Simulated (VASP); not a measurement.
Input of a VASP 6.6.1 run:

Contents of POSCAR:

```
Si
1.0
   -0.1436334000     -0.2337244800      2.5955116700
    2.8539932400     -0.1987167300     -0.1526128900
   -0.3441874700      4.6079786100     -0.4301308600
Si
2
Direct
    0.9669815000      0.9785314700      0.0148158000
    0.0330185000      0.5214685300      0.4851842000
```

The input INCAR.step1:

```
ALGO     = Normal         # electronic algorithm
EDIFF    = 1E-5           # SCF threshold, eV
ENCUT    = 520            # plane-wave cutoff, eV
GGA      = PE             # functional
ISIF     = 2              # what is computed and relaxed
ISMEAR   = -1             # smearing method
LASPH    = True           # aspherical terms in the spheres
LCHARG   = False          # write CHGCAR
LREAL    = False          # projectors in reciprocal space
LWAVE    = True           # write WAVECAR
NBANDS   = 11             # bands
NELM     = 80             # most SCF steps
PREC     = Accurate       # precision mode
SIGMA    = 0.05           # smearing width, eV
```

Contents of INCAR.step2:

```
AEXX     = 0.05           # exact-exchange fraction
ALGO     = Normal         # electronic algorithm
EDIFF    = 1E-6           # SCF threshold, eV
ENCUT    = 520            # plane-wave cutoff, eV
GGA      = PE             # functional
HFSCREEN = 0.2            # screening, 1/A
ISIF     = 2              # what is computed and relaxed
ISMEAR   = -1             # smearing method
ISTART   = 1            
LASPH    = True           # aspherical terms in the spheres
LCHARG   = False          # write CHGCAR
LHFCALC  = True           # exact exchange
LREAL    = False          # projectors in reciprocal space
LWAVE    = False          # write WAVECAR
NBANDS   = 11             # bands
NELM     = 80             # most SCF steps
PREC     = Accurate       # precision mode
PRECFOCK = Normal       
SIGMA    = 0.05           # smearing width, eV
```

The input KPOINTS:

```
k-points
0
Gamma
  5 5 3
```

Potentials or basis: VASP PAW PBE potentials, release 64 (Si).

The run is started by

```sh
$ cat potpaw_PBE.64/Si/POTCAR > POTCAR
$ cp INCAR.step1 INCAR
$ mpirun -np 1 vasp_std > vasp.out
$ cp INCAR.step2 INCAR
$ mpirun -np 1 vasp_std > vasp.out
```

(1) Predict the largest force.

(2) Estimate the pressure.

Results:

(1) 0.560 eV/Å.

(2) -5.0 GPa.

Caveat: the k points lie up to 0.49 Å⁻¹ apart, too coarse for converged energies and pressures of a metal; the PAW data sets were made with another functional, which shifts forces and pressure a little.
